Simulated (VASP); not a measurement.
Runs of VASP 6.6.1 on Hf. The structure is that of space group Im-3m (No. 229), or close to it. The cells are those of the table. 

```csv
task,level,cell,cutoff (eV),gap on the mesh (eV),pressure (GPa),relaxed volume (Å³/atom)
single point,PBE,"a = 3.091 Å, angles 109.5°, 1 atom",520,none,-0.3,-
single point,PBEsol,"a = 3.044 Å, angles 109.5°, 1 atom",520,none,-0.3,-
relaxation of cell and atoms,PBE,"relaxed from a = 3.126 Å, angles 109.5°, 1 atom",600,none,0.0,(a)
relaxation of cell and atoms,PBEsol,"relaxed from a = 3.126 Å, angles 109.5°, 1 atom",600,none,0.1,21.64
relaxation of cell and atoms,PBE+D3(BJ),"relaxed from a = 3.126 Å, angles 109.5°, 1 atom",600,none,0.1,21.89
single point,PBE+D3(BJ),"a = 3.057 Å, angles 109.5°, 1 atom",520,none,-0.4,-
```

Alike in all rows: potentials or basis VASP PAW PBE potentials, release 64 (Hf_pv); no spin polarisation; k mesh 9 × 9 × 9; smearing fermi-dirac 0.3 eV.

Question: Fill in the values left out.

Answer: (a) 22.66.

Caveats: spin-orbit coupling is left out, which moves the levels of the heavy elements; the PAW data sets were made with another functional, which shifts forces and pressure a little (some runs); pairwise dispersion overbinds metals, which lowers pressure and volume (some runs).

A k mesh can miss the band edges, and the runs leave out spin-orbit coupling on Hf.

A gap of «none» marks levels without a gap at the run's occupations.
